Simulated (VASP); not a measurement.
MgO, a slab with vacuum:

```
CELL_PARAMETERS angstrom
3.00795 0.00000 0.00000
0.00000 3.00795 0.00000
0.00000 0.00000 20.25390
ATOMIC_POSITIONS crystal
Mg 0.25000 0.25000 0.39612
Mg 0.75000 0.75000 0.50000
Mg 0.25000 0.25000 0.60388
O 0.75000 0.75000 0.39378
O 0.25000 0.25000 0.50000
O 0.75000 0.75000 0.60622
```

Base run:

| Item | Value |
| --- | --- |
| Program | VASP 6.6.1 |
| Functional | PBE |
| Potentials or basis | VASP PAW PBE potentials, release 64 (Mg, O) |
| Cutoff | 520 eV |
| k mesh | 10 × 10 × 1 |
| Occupations | fermi-dirac, width 0.02 eV |
| Spin | no spin polarisation |

Its results: band gap on the k mesh 2.55 eV; largest force 0.300 eV/Å.

Q: The run is repeated on the same cell with these changes: further incar settings from ALGO = Normal; EDIFF = 1e-06; NBANDS = 21; EFIELD = -0.5 to ALGO = Normal; EDIFF = 1e-07; NBANDS = 21. What comes out?

A: Band gap on the k mesh 3.41 eV; largest force 0.028 eV/Å.

A k mesh can miss the band edges.
